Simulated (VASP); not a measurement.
Set up this calculation in VASP 6.6.1, as the native input.

- Task: single point
- Functional: PBE
- Potentials or basis: VASP PAW PBE potentials, release 64 (Si, C)
- Cutoff: 520 eV
- k mesh: 12 × 12 × 4
- Occupations: gaussian, width 0.05 eV
- Spin: no spin polarisation
- Dipole correction: no
- Further INCAR settings: ALGO = Normal; EDIFF = 1e-06; NBANDS = 26

The structure of SiC lies in POSCAR:

```
SiC
1.0
    3.3106000000      0.0000000000      0.0000000000
   -1.6553000000      2.8670637018      0.0000000000
    0.0000000000      0.0000000000     10.3993000000
Si C
4 4
Direct
    0.6666666667      0.3333333333      0.9378436843
    0.3333333333      0.6666666667      0.4378436843
    0.0000000000      0.0000000000      0.6878989045
    0.0000000000      0.0000000000      0.1878989045
    0.6666666667      0.3333333333      0.7498087506
    0.3333333333      0.6666666667      0.2498087506
    0.0000000000      0.0000000000      0.5004476606
    0.0000000000      0.0000000000      0.0004476606
```

The input as run:

INCAR

```
PREC = Accurate ; ENCUT = 520
EDIFF = 1E-6 ; ISMEAR = 0
SIGMA = 0.05 ; LREAL = False
LASPH = True ; NELM = 100
ALGO = Normal ; ISIF = 2
LWAVE = False ; LCHARG = False
GGA = PE ; NBANDS = 26
```

KPOINTS

```
Automatic mesh
0
Gamma
  12 12 4
```

Potentials or basis: VASP PAW PBE potentials, release 64 (Si, C).

The run is started by

```sh
$ cat potpaw_PBE.64/Si/POTCAR potpaw_PBE.64/C/POTCAR > POTCAR
$ mpirun -np 1 vasp_std > vasp.out
```

Results of the run:

| Property | Result |
| --- | --- |
| Pressure | -24.5 GPa |
| Largest force | 0.141 eV/Å |
| Band gap on the k mesh | 1.99 eV (least direct gap 3.00 eV) |

Caveat: the cell stands under tension.

It took 110 s on 1 thread of Intel(R) Xeon(R) Platinum 8488C (Sapphire Rapids) (shared host), peak memory 0.29 GiB.
